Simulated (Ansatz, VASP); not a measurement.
## Pt: VASP beside Ansatz

```
CELL_PARAMETERS angstrom
0.00000 1.94692 1.94692
1.94692 0.00000 1.94692
1.94692 1.94692 0.00000
ATOMIC_POSITIONS crystal
Pt 0.00000 0.00000 0.00000
```

Alike in both runs: functional LDA; k mesh 17 × 17 × 17; occupations fermi-dirac, width 0.05 eV; no spin polarisation.

Ansatz relaxed the structure, and its values are those at the end. VASP's run is a single point on that final structure, the one shown.

|  | VASP | Ansatz |
| --- | --- | --- |
| version | VASP 6.6.1 | Ansatz 0.2.0 |
| potentials or method | VASP PAW LDA potentials, release 64 (Pt) | PAW with Ansatz's default frozen-core files, scalar-relativistic |
| plane-wave cutoff (eV) | 520 | 420 |
| valence electrons in the cell | 10 | 18 |

```csv
,VASP,Ansatz,Ansatz less VASP
pressure (GPa),0.8,0.0,-0.77
```

LDA's correlation is that of Perdew and Zunger in VASP and of Perdew and Wang (1992) in Ansatz. VASP's potentials hold 10 valence electrons a cell and Ansatz's 18, so a difference there can come from the potentials and not from the codes.

Spin-orbit coupling is off throughout.
